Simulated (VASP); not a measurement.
Here is a VASP 6.6.1 calculation.

File INCAR:

```
SYSTEM = TePb
ALGO     = Normal         ! electronic algorithm
EDIFF    = 1E-6           ! SCF threshold, eV
ENCUT    = 500            ! plane-wave cutoff, eV
GGA      = PE             ! functional
GGA_COMPAT= .False.      
ISIF     = 2              ! what is computed and relaxed
ISMEAR   = 0              ! smearing method
LASPH    = .True.         ! aspherical terms in the spheres
LCHARG   = .False.        ! write CHGCAR
LREAL    = .False.        ! projectors in reciprocal space
LWAVE    = .False.        ! write WAVECAR
NBANDS   = 28             ! bands
NELM     = 120            ! most SCF steps
PREC     = Accurate       ! precision mode
SIGMA    = 0.1            ! smearing width, eV
```

KPOINTS

```
k-points
0
Gamma
  10 10 8
  0 0 0
```

POSCAR

```
TePb
1.0
    4.8516403664      0.0000000000      0.0000000000
    0.0000000000      4.8516403664      0.0000000000
    0.0000000000      0.0000000000      6.1304694847
Pb Te
2 2
Direct
    0.0000000000      0.5000000000      0.2351000000
    0.5000000000      0.0000000000      0.7649000000
    0.0000000000      0.0000000000      0.0000000000
    0.5000000000      0.5000000000      0.0000000000
```

Potentials or basis: VASP PAW PBE potentials, release 64 (Pb_d, Te).

Command:

```bash
$ cat potpaw_PBE.64/Pb_d/POTCAR potpaw_PBE.64/Te/POTCAR > POTCAR
$ mpirun -np 1 vasp_std > vasp.out
```

(1) Predict the band gap on the k mesh.

(2) Estimate the largest force.

Results:

(1) zero (bands 20 and 21 overlap by 1.46 eV).

(2) 3.299 eV/Å.

Caveat: the cell differs from its parent crystal (O replaced by Te, lengths x 1.204, strained); spin-orbit coupling is left out, which moves the levels of the heavy elements; forces of over 1 eV/Å act on the atoms, so gaps and moduli don't describe the material at rest.
